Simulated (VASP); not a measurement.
TiO2:

```xyz
6
Lattice="-1.8665 1.8665 4.6930 1.8665 -1.8665 4.6930 1.8665 1.8665 -4.6930" Properties=species:S:1:pos:R:3 pbc="T T T"
Ti    0.0000    1.8665    2.3465
Ti    0.0000    0.0000    0.0000
O     0.0000    0.0000    7.4328
O     0.0000    1.8665    0.3933
O     0.0000    1.8665    4.2997
O     0.0000    0.0000    1.9532
```

Base run:

* Program: VASP 6.6.1
* Functional: BLYP
* Potentials or basis: VASP PAW PBE potentials, release 64 (Ti_sv, O)
* Cutoff: 520 eV
* k mesh: 10 × 10 × 10
* Occupations: fermi-dirac, width 0.05 eV
* Spin: no spin polarisation

Its results: band gap on the k mesh 2.20 eV (least direct gap 2.53 eV); pressure 22.0 GPa; largest force 0.488 eV/Å.

**Question.** The run is repeated on the same cell with these changes: functional from BLYP to LDA; potentials or basis from VASP PAW PBE potentials, release 64 (Ti_sv, O) to VASP PAW LDA potentials, release 64 (Ti_sv, O). What comes out?

**Answer.** Band gap on the k mesh 2.09 eV (least direct gap 2.43 eV); pressure 3.9 GPa; largest force 0.166 eV/Å.

Caveats: the cell stands under pressure; the PAW data sets were made with another functional, which shifts forces and pressure a little (at least some runs).

A k mesh can miss the band edges.
